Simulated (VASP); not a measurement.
# Al (P2_1/m) in VASP: notebook, part 2 of 2

VASP 6.6.1. The steps go on from the part before.

**4. Single point, PBEsol (strain +0.0375 x Voigt [0, 0, 0, 0, 0, 1])**

INCAR

```
PREC = Accurate
ENCUT = 520
EDIFF = 1E-6
ISMEAR = 0
SIGMA = 0.15
LREAL = False
LASPH = True
NELM = 80
ALGO = Fast
ISIF = 2
LWAVE = False
LCHARG = False
GGA = PS
NBANDS = 10
```

KPOINTS

```
regular mesh
0
Gamma
  24 24 14
```

POSCAR

```
Al
1.0
    2.8500694993      0.0534388031      0.0000000000
   -1.3787553886      2.4415131874      0.0000000000
    0.0000000000      0.0000000000      4.6373174459
Al
2
Direct
    0.6666666667      0.3333333333      0.7500000000
    0.3333333333      0.6666666667      0.2500000000
```

Potentials or basis: VASP PAW PBE potentials, release 64 (Al).

Started as:

```sh
cat potpaw_PBE.64/Al/POTCAR > POTCAR
mpirun -np 1 vasp_std > vasp.out
```

OUTCAR:

```text
PREC = Accurate
   ENCUT = 520
   EDIFF = 1E-6
   ISMEAR = 0
   LREAL = False
   LASPH = True
   NELM = 80
   ISIF = 2
   GGA = PS

 ion  position               nearest neighbor table
   1  0.667  0.333  0.750-   2 2.83   2 2.83   2 2.84   2 2.84   2 2.86   2 2.86
   2  0.333  0.667  0.250-   1 2.83   1 2.83   1 2.84   1 2.84   1 2.86   1 2.86

  Warning from LATTYP: Monoclinic adjustment (A1->A3, A2->A1, A3->A2)!
  LATTYP: Found a simple monoclinic cell.
 ALAT       =     2.8039174499
 B/A-ratio  =     1.6538708891
 C/A-ratio  =     1.0166385049
 COS(beta)  =    -0.4753145517

  Lattice vectors:

 A1 = (  -1.3787553886,   2.4415131874,   0.0000000000)
 A2 = (   0.0000000000,   0.0000000000,   4.6373174459)
 A3 = (   2.8500694993,   0.0534388031,   0.0000000000)

Analysis of symmetry for initial positions (statically):
=====================================================================
 Subroutine PRICEL returns:
 Original cell was already a primitive cell.

 Routine SETGRP: Setting up the symmetry group for a
 simple monoclinic supercell.

[... 177 lines left out ...]
 k-point     1 :       0.0000    0.0000    0.0000
  band No.  band energies     occupation
      1      -3.1410      2.00000
      2       3.4532      2.00000
      3       3.7200      2.00000
      4      18.2018      0.00000
      5      18.5246      0.00000
      6      19.0294      0.00000
      7      19.5436      0.00000
      8      20.3481      0.00000
      9      22.1882      0.00000
     10      22.6011      0.00000
[... 287 lines left out ...]
 k-point    24 :       0.4167    0.0417    0.0000
  band No.  band energies     occupation
      1       1.3016      2.00000
      2       4.1451      2.00000
      3       7.5923      1.99999
      4       8.1284      0.57314
      5      10.5341      0.00000
      6      10.7973      0.00000
      7      13.6144      0.00000
      8      16.8451      0.00000
      9      19.4609      0.00000
     10      19.6034      0.00000

 [... further k-points ...]

------------------------ aborting loop because EDIFF is reached ----------------------------------------

  FORCE on cell =-STRESS in cart. coord.  units (eV):
  Direction    XX          YY          ZZ          XY          YZ          ZX
  --------------------------------------------------------------------------------------
  -------------------------------------------------------------------------------------
  Total       -0.0239633     -0.0008961      0.1442565     -0.2075252      0.0000000      0.0000000
  in kB       -1.1773372     -0.0440258      7.0874556    -10.1959059      0.0000000      0.0000000
  external PRESSURE =       1.9553642 kB  Pullay stress =       0.0000000 kB

 VOLUME and BASIS-vectors are now :
 -----------------------------------------------------------------------------
  energy-cutoff  :      520.00
  volume of cell :       32.61
      direct lattice vectors                 reciprocal lattice vectors
     2.850069499  0.053438803  0.000000000     0.347192432  0.196064244  0.000000000
    -1.378755389  2.441513187  0.000000000    -0.007599200  0.405290689  0.000000000
     0.000000000  0.000000000  4.637317446     0.000000000  0.000000000  0.215641912

 POSITION                                       TOTAL-FORCE (eV/Angst)
 -----------------------------------------------------------------------------------
      1.44046      0.84946      3.47799         0.011977     -0.001194     -0.000000
      0.03085      1.64549      1.15933        -0.011977      0.001194      0.000000
 -----------------------------------------------------------------------------------
    total drift:                                0.000000     -0.000000      0.000000

  FREE ENERGIE OF THE ION-ELECTRON SYSTEM (eV)
  ---------------------------------------------------
  free  energy   TOTEN  =        -8.1177763199 eV

  energy  without entropy=       -8.1082294923  energy(sigma->0) =       -8.11300291
```

stdout:

```text
POSCAR found type information on POSCAR Al
 POSCAR found :  1 types and       2 ions
 scaLAPACK will be used
 -----------------------------------------------------------------------------
|                                                                             |
|                                                                             |
|     You enforced a specific xc type in the INCAR file but a different       |
|     I HOPE YOU KNOW WHAT YOU ARE DOING!                                     |
|                                                                             |
 -----------------------------------------------------------------------------

 LDA part: xc-table for (Slater+PW92), standard interpolation
 POSCAR, INCAR and KPOINTS ok, starting setup
 FFT: planning ... GRIDC
 FFT: planning ... GRID_SOFT
 FFT: planning ... GRID
 WAVECAR not read
 entering main loop
```

It took 10 min on 1 thread of Oxide Virtual Turin-like, shared host; peak memory 0.63 GiB.

What came out:

- Free energy: -8.1178 eV
- Pressure: 0.2 GPa
- Largest force: 0.012 eV/Å
- Band gap on the k mesh: zero (bands 3 and 4 overlap by 7.77 eV)

Forces on the atoms (eV/Å):
```
Al   0.012 -0.001  0.000
Al  -0.012  0.001  0.000
```

Stress tensor (GPa, compression positive):
```
-0.12 -1.02  0.00
-1.02  0.00  0.00
 0.00  0.00  0.71
```

Caveat: the cell differs from its parent crystal (strain +0.0375 x Voigt [0, 0, 0, 0, 0, 1]); the PAW data sets were made with another functional, which shifts forces and pressure a little.

**5. Summary**

```tsv
cell	further INCAR settings	gap on the mesh (eV)	pressure (GPa)	largest force (eV/Å)
a = 2.851, b = 2.781, c = 4.637 Å, angles 90.0, 90.0, 117.6°, 2 atoms	ALGO = Fast; EDIFF = 1e-07; NBANDS = 10	none	0.3	0.02
a = 2.850, b = 2.827, c = 4.637 Å, angles 90.0, 90.0, 119.2°, 2 atoms	ALGO = Fast; EDIFF = 1e-06; NBANDS = 10	none	0.1	0.01
a = 2.851, b = 2.804, c = 4.637 Å, angles 90.0, 90.0, 118.4°, 2 atoms	ALGO = Fast; EDIFF = 1e-06; NBANDS = 10	none	0.2	0.01
```

Alike in all rows: task single point; level PBEsol; potentials or basis VASP PAW PBE potentials, release 64 (Al); no spin polarisation; k mesh 24 × 24 × 14; cutoff (eV) 520; smearing gaussian 0.15 eV.

Caveats: the PAW data sets were made with another functional, which shifts forces and pressure a little.

Absolute energies hang on the potentials; compare differences alone.
